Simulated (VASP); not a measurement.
Write the native input for VASP 6.6.1 that does the following.

| Item | Value |
| --- | --- |
| Task | single point |
| Functional | PBEsol |
| Potentials or basis | VASP PAW PBE potentials, release 64 (Cu) |
| Cutoff | 520 eV |
| k mesh | 14 × 14 × 13 |
| Occupations | methfessel-paxton, width 0.05 eV |
| Spin | no spin polarisation |
| Dipole correction | no |
| Further INCAR settings | ALGO = Normal; EDIFF = 1e-06; NBANDS = 18 |

The structure of Cu lies in POSCAR:

```
Cu
1.0
    1.2184640000     -3.9763780000      0.0000000000
    1.2184640000      3.9763780000      0.0000000000
    0.0000000000      0.0000000000      2.4754960000
Cu
2
Direct
    0.1338670000      0.8661330000      0.2500000000
    0.8661330000      0.1338670000      0.7500000000
```

The input as run:

INCAR

```
PREC = Accurate ; ENCUT = 520
EDIFF = 1E-6 ; ISMEAR = 1
SIGMA = 0.05 ; LREAL = False
LASPH = True ; NELM = 80
ALGO = Normal ; ISIF = 2
LWAVE = False ; LCHARG = False
GGA = PS ; NBANDS = 18
```

KPOINTS

```
Automatic mesh
0
Gamma
  14 14 13
```

Potentials or basis: VASP PAW PBE potentials, release 64 (Cu).

The run is started by

```console
$ cat potpaw_PBE.64/Cu/POTCAR > POTCAR
$ mpirun -np 1 vasp_std > vasp.out
```

Results of the run:

```
Pressure               : -0.8 GPa
Largest force          : 0.006 eV/Å
Band gap on the k mesh : zero (band 11 reaches 10.84 eV, above the bottom of band 12 at 5.58 eV)
```

Caveat: the PAW data sets were made with another functional, which shifts forces and pressure a little.

It took 90 s on 1 thread of Intel(R) Xeon(R) Platinum 8375C CPU @ 2.90GHz (Ice Lake), on a shared host, peak memory 0.26 GiB.
